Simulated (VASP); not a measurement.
Write the native input for VASP 6.6.1 that does the following.

| Quantity | Value |
| --- | --- |
| Task | single point |
| Functional | PBE |
| Potentials or basis | VASP PAW PBE potentials, release 64 (Cs_sv, C) |
| Cutoff | 520 eV |
| k mesh | 15 × 15 × 14 |
| Occupations | gaussian, width 0.1 eV |
| Spin | no spin polarisation |
| Dipole correction | no |
| Further INCAR settings | ALGO = Normal; EDIFF = 1e-07; NBANDS = 14 |

The structure of CsC lies in POSCAR:

```
CsC
1.0
    4.4611026595      0.0000000000      0.0000000000
   -2.2305513298      3.8634282320      0.0000000000
    0.0000000000      0.0000000000      3.6461739954
Cs C
1 1
Direct
    0.3333333333      0.6666666667      0.5000000000
    0.0000000000      0.0000000000      0.0000000000
```

These files were run (other wordings do the same):

INCAR

```
ALGO     = Normal         # electronic algorithm
EDIFF    = 1E-7           # SCF threshold, eV
ENCUT    = 520            # plane-wave cutoff, eV
GGA      = PE             # functional
ISIF     = 2              # what is computed and relaxed
ISMEAR   = 0              # smearing method
LASPH    = True           # aspherical terms in the spheres
LCHARG   = False          # write CHGCAR
LREAL    = False          # projectors in reciprocal space
LWAVE    = False          # write WAVECAR
NBANDS   = 14             # bands
NELM     = 100            # most SCF steps
PREC     = Accurate       # precision mode
SIGMA    = 0.1            # smearing width, eV
```

KPOINTS

```
k-points
0
Gamma
  15 15 14
```

Potentials or basis: VASP PAW PBE potentials, release 64 (Cs_sv, C).

Run with:

```bash
$ cat potpaw_PBE.64/Cs_sv/POTCAR potpaw_PBE.64/C/POTCAR > POTCAR
$ mpirun -np 1 vasp_std > vasp.out
```

Results of the run:

```json
{
  "Pressure": "0.1 GPa"
}
```

Wall time 2 min on 1 thread of Intel(R) Xeon(R) Platinum 8259CL CPU @ 2.50GHz (Skylake/Cascade Lake), on a shared host, peak memory 0.32 GiB.
